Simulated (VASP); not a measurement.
# SrO (rock salt type) in VASP: a series of runs

Aim: see how the results for SrO (rock salt type) move with the level of theory and the settings. Levels: r2SCAN, PBE. Tasks: single point.

Program: VASP 6.6.1. These are calculated values, not measurements. Logs are shortened: lines on timing, memory, paths and dates and some standing lists are left out, and cuts for length are marked.

## Step 1: The cell of the first run

It takes space group Fm-3m (No. 225, cubic). Conventional cell: a = 5.200 Å, b = 5.200 Å, c = 5.200 Å, α = 90.00°, β = 90.00°, γ = 90.00°. Within 3.4 Å of Sr (site symmetry m-3m) lie 6 O at 2.60 Å. O (site symmetry m-3m) has 6 Sr at 2.60 Å within 3.4 Å.

## Step 2: Single point, r2SCAN

POSCAR reads:

```
SrO
1.0
    0.0000000000      2.6000000000      2.6000000000
    2.6000000000      0.0000000000      2.6000000000
    2.6000000000      2.6000000000      0.0000000000
Sr O
1 1
Direct
    0.0000000000      0.0000000000      0.0000000000
    0.5000000000      0.5000000000      0.5000000000
```

INCAR.step1 reads:

```
ALGO = Normal
EDIFF = 1E-4
ENCUT = 520
GGA = PE
ISMEAR = -1
LASPH = T
LCHARG = F
LREAL = F
LWAVE = T
NBANDS = 15
NELM = 100
PREC = Accurate
SIGMA = 0.02
```

INCAR.step2 reads:

```
ALGO = Normal
EDIFF = 1E-6
ENCUT = 520
ISIF = 2
ISMEAR = -1
ISTART = 1
LASPH = T
LCHARG = F
LMIXTAU = T
LREAL = F
LWAVE = F
METAGGA = R2SCAN
NBANDS = 15
NELM = 100
PREC = Accurate
SIGMA = 0.02
```

KPOINTS reads:

```
k-points
0
Gamma
  6 6 6
```

Potentials or basis: VASP PAW PBE potentials, release 64 (Sr_sv, O).

Launch:

```console
> cat potpaw_PBE.64/Sr_sv/POTCAR potpaw_PBE.64/O/POTCAR > POTCAR
> cp INCAR.step1 INCAR
> mpirun -np 1 vasp_std > vasp.out
> cp INCAR.step2 INCAR
> mpirun -np 1 vasp_std > vasp.out
```

OUTCAR:

```text
EDIFF = 1E-6
   ENCUT = 520
   ISIF = 2
   ISMEAR = -1
   ISTART = 1
   LASPH = T
   LREAL = F
   METAGGA = R2SCAN
   NELM = 100
   PREC = Accurate

 ion  position               nearest neighbor table
   1  0.000  0.000  0.000-   2 2.60   2 2.60   2 2.60   2 2.60   2 2.60   2 2.60
   2  0.500  0.500  0.500-   1 2.60   1 2.60   1 2.60   1 2.60   1 2.60   1 2.60

  LATTYP: Found a face centered cubic cell.
 ALAT       =     5.2000000000

  Lattice vectors:

 A1 = (   0.0000000000,   2.6000000000,   2.6000000000)
 A2 = (   2.6000000000,   0.0000000000,   2.6000000000)
 A3 = (   2.6000000000,   2.6000000000,   0.0000000000)

Analysis of symmetry for initial positions (statically):
=====================================================================
 Subroutine PRICEL returns:
 Original cell was already a primitive cell.

 Routine SETGRP: Setting up the symmetry group for a
 face centered cubic supercell.

 Subroutine GETGRP returns: Found 48 space group operations
 (whereof 48 operations were pure point group operations)
 out of a pool of 48 trial point group operations.

The static configuration has the point symmetry O_h .

Analysis of symmetry for dynamics (positions and initial velocities):
=====================================================================
 Subroutine PRICEL returns:
 Original cell was already a primitive cell.

 Routine SETGRP: Setting up the symmetry group for a
 face centered cubic supercell.

 Subroutine GETGRP returns: Found 48 space group operations
 (whereof 48 operations were pure point group operations)
 out of a pool of 48 trial point group operations.

The dynamic configuration has the point symmetry O_h .

 Subroutine INISYM returns: Found 48 space group operations
 (whereof 48 operations are pure point group operations),
 and found     1 'primitive' translations

----------------------------------------------------------------------------------------

                                     Primitive cell

  volume of cell :      35.1520

  direct lattice vectors                    reciprocal lattice vectors
     0.000000000  2.600000000  2.600000000    -0.192307692  0.192307692  0.192307692
     2.600000000  0.000000000  2.600000000     0.192307692 -0.192307692  0.192307692
     2.600000000  2.600000000  0.000000000     0.192307692  0.192307692 -0.192307692

  length of vectors
     3.676955262  3.676955262  3.676955262     0.333086694  0.333086694  0.333086694

  position of ions in fractional coordinates (direct lattice)
     0.000000000  0.000000000  0.000000000
     0.500000000  0.500000000  0.500000000

  ion indices of the primitive-cell ions
   primitive index   ion index
                 1           1
                 2           2

----------------------------------------------------------------------------------------

 KPOINTS: k-points

Automatic generation of k-mesh.
 Grid dimensions read from file:
 generate k-points for:    6    6    6

 Generating k-lattice:

  Cartesian coordinates                     Fractional coordinates (reciprocal lattice)
    -0.032051282  0.032051282  0.032051282     0.166666667  0.000000000  0.000000000
     0.032051282 -0.032051282  0.032051282     0.000000000  0.166666667  0.000000000
     0.032051282  0.032051282 -0.032051282     0.000000000  0.000000000  0.166666667

  Length of vectors
     0.055514449  0.055514449  0.055514449

  Shift w.r.t. Gamma in fractional coordinates (k-lattice)
     0.000000000  0.000000000  0.000000000

 Subroutine IBZKPT returns following result:
 ===========================================

 Found     16 irreducible k-points:

 Following reciprocal coordinates:
            Coordinates               Weight
  0.000000  0.000000  0.000000      1.000000
  0.166667  0.000000  0.000000      8.000000
  0.333333  0.000000  0.000000      8.000000
  0.500000  0.000000  0.000000      4.000000
  0.166667  0.166667  0.000000      6.000000
  0.333333  0.166667  0.000000     24.000000
[... 8 lines left out ...]
 -0.333333  0.333333  0.166667     24.000000
 -0.333333  0.500000  0.166667     12.000000
   k-points           NKPTS =     16   k-points in BZ     NKDIM =     16   number of bands    NBANDS=     15
   number of dos      NEDOS =    301   number of ions     NIONS =      2
   total plane-waves  NPLWV =  21952
   dimension x,y,z NGX =    28 NGY =   28 NGZ =   28
   dimension x,y,z NGXF=    56 NGYF=   56 NGZF=   56
   ions per type =               1   1
   NGX,Y,Z   is equivalent  to a cutoff of  12.66, 12.66, 12.66 a.u.
   NGXF,Y,Z  is equivalent  to a cutoff of  25.32, 25.32, 25.32 a.u.
 SYSTEM =  unknown system
   PREC   = accura    normal or accurate (medium, high low for compatibility)
   ISTART =      1    job   : 0-new  1-cont  2-samecut
   ICHARG =      0    charge: 1-file 2-atom 10-const
   ISPIN  =      1    spin polarized calculation?
   LNONCOLLINEAR =      F non collinear calculations
   LSORBIT =      F    spin-orbit coupling
   LASPH  =      T    aspherical Exc in radial PAW
   ENCUT  =  520.0 eV  38.22 Ry    6.18 a.u.   6.84  6.84  6.84*2*pi/ulx,y,z
   NELM   =    100;   NELMIN=  2; NELMDL=  0     # of ELM steps
   EDIFF  = 0.1E-05   stopping-criterion for ELM
   LREAL  =      F    real-space projection
[... 7 lines left out ...]
   TEBEG  =    0.0;   TEEND  =   0.0 temperature during run
   PSTRESS=    0.0 pullay stress
   NELECT =      16.0000    total number of electrons
   NUPDOWN=      -1.0000    fix difference up-down
   EMIN   =  10.00;   EMAX   =-10.00  energy-range for DOS
   EFERMI =   0.00;   METHOD = LEGACY
   ISMEAR =    -1;   SIGMA  =   0.02  broadening in eV -4-tet -1-fermi 0-gaus
   EFERMI_NEDOS =   21; number of points for ismear=-14 and -15
   IALGO  =     38    algorithm
   IMIX   =      4    mixing-type and parameters
     AMIX     =   0.40;   BMIX     =  1.00
     AMIX_MAG =   1.60;   BMIX_MAG =  1.00
  volume/ion in A,a.u.               =      17.58       118.61
  Fermi-wavevector in a.u.,A,eV,Ry     =   1.259307  2.379744 21.576841  1.585853
  Thomas-Fermi vector in A             =   2.392873
   LORBIT       =      0    0 simple, 1 ext, 2 COOP (PROOUT), +10 PAW based schemes
   METAGGA = R2SCAN    functional components
   LHFCALC =     F    Hartree Fock is set to
   AEXX    =    0.0000 exact exchange contribution
   IVDW    =     0    specifies the selected vdW correction
   LEPSILON=     F    determine dielectric tensor
   LRPA    =     F    only Hartree local field effects (RPA)
 non-spin polarized calculation
  energy-cutoff  :      520.00
  volume of cell :       35.15
 maximum number of plane-waves:       960
   NGX = 13   NGY = 13   NGZ = 13

 number of electron      16.0000000 magnetization

 Free energy of the ion-electron system (eV)
  ---------------------------------------------------
  ext. energy  EPLUGINS =         0.00000000
  ---------------------------------------------------
  free energy    TOTEN  =       -27.05344104 eV

  energy without entropy =      -27.05344104  energy(sigma->0) =      -27.05344104

 E-fermi :   1.7480     XC(G=0): -10.4137

 val. band max:        1.1889714676   @ k =   0.0000   0.0000   0.0000
 cond. band min:       4.9460779024   @ k =   0.5000   0.5000   0.0000
 fundamental gap:      3.7571064348
 Fermi energy:         1.7479669847

 k-point     1 :       0.0000    0.0000    0.0000
  band No.  band energies     occupation
      1     -32.4077      2.00000
      2     -14.7975      2.00000
      3     -13.4638      2.00000
      4     -13.4638      2.00000
      5     -13.4638      2.00000
      6       1.1890      2.00000
      7       1.1890      2.00000
      8       1.1890      2.00000
      9       5.6004      0.00000
     10       7.8880      0.00000
     11       7.8880      0.00000
     12       7.8880      0.00000
     13      10.1335      0.00000
     14      10.1335      0.00000
     15      14.3116      0.00000

 k-point     2 :       0.1667    0.0000    0.0000
  band No.  band energies     occupation
      1     -32.3781      2.00000
      2     -15.2467      2.00000
      3     -13.4818      2.00000
      4     -13.4818      2.00000
      5     -13.0887      2.00000
      6       0.5190      2.00000
      7       0.8855      2.00000
      8       0.8855      2.00000
      9       6.7155      0.00000
     10       7.6704      0.00000
     11       8.4126      0.00000
     12       8.4126      0.00000
     13      10.8037      0.00000
     14      10.8037      0.00000
     15      15.9460      0.00000

 k-point     3 :       0.3333    0.0000    0.0000
  band No.  band energies     occupation
      1     -32.3181      2.00000
      2     -15.8530      2.00000
      3     -13.5174      2.00000
      4     -13.5174      2.00000
      5     -12.6314      2.00000
      6      -0.4610      2.00000
      7       0.3581      2.00000
      8       0.3581      2.00000
      9       7.8083      0.00000
     10       8.8422      0.00000
     11       9.6809      0.00000
     12       9.6809      0.00000
     13      12.3208      0.00000
     14      12.3208      0.00000
     15      17.4400      0.00000
[... 199 lines left out ...]
 k-point    15 :      -0.3333    0.3333    0.1667
  band No.  band energies     occupation
      1     -32.2608      2.00000
      2     -15.6052      2.00000
      3     -13.9298      2.00000
      4     -13.8103      2.00000
      5     -12.9099      2.00000
      6      -0.0735      2.00000
      7       0.5264      2.00000
      8       0.5790      2.00000
      9       7.8261      0.00000
     10       7.9542      0.00000
     11      10.6123      0.00000
     12      11.6945      0.00000
     13      13.1009      0.00000
     14      14.8142      0.00000
     15      15.3094      0.00000

 k-point    16 :      -0.3333    0.5000    0.1667
  band No.  band energies     occupation
      1     -32.2522      2.00000
      2     -15.2397      2.00000
      3     -14.1816      2.00000
      4     -13.9219      2.00000
      5     -13.1608      2.00000
      6       0.3482      2.00000
      7       0.6926      2.00000
      8       0.8401      2.00000
      9       6.2916      0.00000
     10       9.1917      0.00000
     11      10.0965      0.00000
     12      12.6372      0.00000
     13      12.6765      0.00000
     14      14.8260      0.00000
     15      15.0744      0.00000

------------------------ aborting loop because EDIFF is reached ----------------------------------------

  FORCE on cell =-STRESS in cart. coord.  units (eV):
  Direction    XX          YY          ZZ          XY          YZ          ZX
  --------------------------------------------------------------------------------------
  -------------------------------------------------------------------------------------
  Total       -0.3503468     -0.3503468     -0.3503468     -0.0000000     -0.0000000      0.0000000
  in kB      -15.9683027    -15.9683027    -15.9683027     -0.0000000     -0.0000000      0.0000000
  external PRESSURE =     -15.9683027 kB  Pullay stress =       0.0000000 kB

 VOLUME and BASIS-vectors are now :
 -----------------------------------------------------------------------------
  energy-cutoff  :      520.00
  volume of cell :       35.15
      direct lattice vectors                 reciprocal lattice vectors
     0.000000000  2.600000000  2.600000000    -0.192307692  0.192307692  0.192307692
     2.600000000  0.000000000  2.600000000     0.192307692 -0.192307692  0.192307692
     2.600000000  2.600000000  0.000000000     0.192307692  0.192307692 -0.192307692

 POSITION                                       TOTAL-FORCE (eV/Angst)
 -----------------------------------------------------------------------------------
      0.00000      0.00000      0.00000         0.000000     -0.000000     -0.000000
      2.60000      2.60000      2.60000        -0.000000      0.000000      0.000000
 -----------------------------------------------------------------------------------
    total drift:                                0.000000      0.000000      0.000000

  FREE ENERGIE OF THE ION-ELECTRON SYSTEM (eV)
  ---------------------------------------------------
  free  energy   TOTEN  =       -27.0534410385 eV

  energy  without entropy=      -27.0534410385  energy(sigma->0) =      -27.05344104
```

Run time: 26 s. Hardware: 1 thread of Intel Xeon Platinum 8559C (Emerald Rapids), shared host; peak memory 0.16 GiB.

Results:

```yaml
Free_energy: -27.0534 eV
Pressure: -1.6 GPa
Band_gap_on_the_k_mesh: 3.76 eV (least direct gap 3.86 eV)
```

Levels at points of the mesh, in eV from the valence-band top:
```
           k point  band 4  band 5  band 6  band 7  band 8  band 9  band 10  band 11  band 12  band 13
(0.00, 0.00, 0.00)  -14.65  -14.65    0.00    0.00    0.00    4.41     6.70     6.70     6.70     8.94
(0.50, 0.00, 0.00)  -14.72  -13.65   -2.05   -1.07   -1.07    6.96     8.80     9.29     9.29    12.35
(0.50, 0.50, 0.00)  -14.98  -14.98   -0.48   -0.11   -0.11    3.76     8.26    10.69    10.80    11.44
```

Caveat: the PAW data sets were made with another functional, which shifts forces and pressure a little.

## Step 3: Single point, r2SCAN

POSCAR is that of step 2.

INCAR.step1 reads:

```
SYSTEM = SrO
ALGO = Normal
EDIFF = 1E-4
ENCUT = 520
GGA = PE
ISMEAR = -1
LASPH = .True.
LCHARG = .False.
LREAL = .False.
LWAVE = .True.
NBANDS = 15
NELM = 60
PREC = Accurate
SIGMA = 0.02
```

INCAR.step2 reads:

```
SYSTEM = SrO
ALGO = Normal
EDIFF = 1E-6
ENCUT = 520
ISIF = 2
ISMEAR = -1
ISTART = 1
LASPH = .True.
LCHARG = .True.
LELF = .True.
LMIXTAU = .True.
LREAL = .False.
LVHAR = .True.
LWAVE = .False.
METAGGA = R2SCAN
NBANDS = 15
NELM = 60
PREC = Accurate
SIGMA = 0.02
```

KPOINTS reads:

```
k-points
0
Gamma
  6 6 6
  0 0 0
```

Potentials or basis: VASP PAW PBE potentials, release 64 (Sr_sv, O).

Launch:

```console
> cat potpaw_PBE.64/Sr_sv/POTCAR potpaw_PBE.64/O/POTCAR > POTCAR
> cp INCAR.step1 INCAR
> mpirun -np 1 vasp_std > vasp.out
> cp INCAR.step2 INCAR
> mpirun -np 1 vasp_std > vasp.out
```

It took 28 s on 1 thread of Intel Xeon Platinum 8559C (Emerald Rapids), shared host; peak memory 0.16 GiB.

The run converged. Its results:

- Free energy: -27.0534 eV
- Pressure: -1.6 GPa
- Band gap on the k mesh: 3.76 eV (least direct gap 3.86 eV)

Levels at points of the mesh, in eV from the valence-band top:
```csv
k point,band 5,band 6,band 7,band 8,band 9,band 10,band 11,band 12
"(0.00, 0.00, 0.00)",-14.65,0.00,0.00,0.00,4.41,6.70,6.70,6.70
"(0.50, 0.00, 0.00)",-13.65,-2.05,-1.07,-1.07,6.96,8.80,9.29,9.29
"(0.50, 0.50, 0.00)",-14.98,-0.48,-0.11,-0.11,3.76,8.26,10.69,10.80
```

Caveat: the PAW data sets were made with another functional, which shifts forces and pressure a little. A k mesh can miss the band edges.

## Step 4: Single point, PBE

INCAR reads:

```
SYSTEM = SrO
  PREC = Accurate
  ENCUT = 520
  EDIFF = 1E-6
  ISMEAR = -1
  SIGMA = 0.1
  LREAL = .FALSE.
  LASPH = .TRUE.
  NELM = 100
  ALGO = Normal
  ISIF = 2
  LWAVE = .FALSE.
  LCHARG = .TRUE.
  GGA = PE
  LELF = .TRUE.
  LVHAR = .TRUE.
  NBANDS = 15
```

KPOINTS reads:

```
regular mesh
0
G
  8 8 8
  0 0 0
```

Edit POSCAR of step 3 so:

```diff
@@ -8,3 +8,3 @@
 Direct
-    0.0000000000      0.0000000000      0.0000000000
+   -0.0038461538      0.0038461538      0.0038461538
     0.5000000000      0.5000000000      0.5000000000
```

Launch:

```console
> cat potpaw_PBE.64/Sr_sv/POTCAR potpaw_PBE.64/O/POTCAR > POTCAR
> mpirun -np 1 vasp_std > vasp.out
```

Run time: 16 s. Hardware: 1 thread of Intel Xeon Platinum 8559C (Emerald Rapids), shared host; peak memory 0.18 GiB.

Results (log left out):

```yaml
Free_energy: -12.0546 eV
Pressure: 0.3 GPa
Largest_force: 0.038 eV/Å
Band_gap_on_the_k_mesh: 3.28 eV (least direct gap 3.39 eV)
```

Forces on the atoms (eV/Å):
```
Sr  -0.038  0.000  0.000
O    0.038  0.000  0.000
```

Levels at points of the mesh, in eV from the valence-band top:
| k point | band 6 | band 7 | band 8 | band 9 | band 10 | band 11 |
| --- | --- | --- | --- | --- | --- | --- |
| (0.00, 0.00, 0.00) | 0.00 | 0.00 | 0.00 | 3.75 | 6.14 | 6.14 |
| (0.50, 0.00, 0.00) | -2.11 | -1.07 | -1.07 | 6.41 | 8.18 | 8.65 |
| (0.50, 0.50, 0.00) | -0.49 | -0.11 | -0.11 | 3.29 | 7.55 | 9.95 |
| (0.00, 0.50, 0.50) | -0.49 | -0.11 | -0.11 | 3.28 | 7.55 | 9.95 |

A k mesh can miss the band edges.
